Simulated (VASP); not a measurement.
A run of VASP 6.6.1 is set up as follows.

Contents of INCAR:

```
SYSTEM = SnO
  PREC = Accurate
  ENCUT = 520
  EDIFF = 1E-7
  ISMEAR = -1
  SIGMA = 0.05
  LREAL = .False.
  LASPH = .True.
  NELM = 60
  ALGO = Normal
  ISIF = 2
  LWAVE = .False.
  LCHARG = .False.
  GGA = PS
  NBANDS = 50
```

File KPOINTS:

```
regular mesh
0
Gamma
  7 7 3
  0 0 0
```

Contents of POSCAR:

```
SnO
1.0
    2.5000000000     -2.8600000000      0.0000000000
    2.5000000000      2.8600000000      0.0000000000
    0.0000000000      0.0000000000     11.1200000000
Sn O
4 4
Direct
    0.5590000000      0.4410000000      0.2460000000
    0.4410000000      0.5590000000      0.7460000000
    0.0000000000      0.0000000000      0.4991007194
    0.0000000000      0.0000000000      0.0000000000
    0.9300000000      0.4300000000      0.1200000000
    0.0700000000      0.5700000000      0.6200000000
    0.5700000000      0.0700000000      0.1200000000
    0.4300000000      0.9300000000      0.6200000000
```

Potentials or basis: VASP PAW PBE potentials, release 64 (Sn_d, O).

The run is started by

```bash
$ cat potpaw_PBE.64/Sn_d/POTCAR potpaw_PBE.64/O/POTCAR > POTCAR
$ mpirun -np 1 vasp_std > vasp.out
```

(1) What does it give for the pressure?

(2) What does it give for the band gap on the k mesh?

Results:

(1) 6.6 GPa.

(2) zero (bands 40 and 41 overlap by 0.17 eV).

Caveat: the stress differs along the axes, from -4 to 26 GPa; semilocal functionals underestimate gaps, and a narrow one can read as zero; the PAW data sets were made with another functional, which shifts forces and pressure a little; spin-orbit coupling is left out, which moves the levels of the heavy elements.
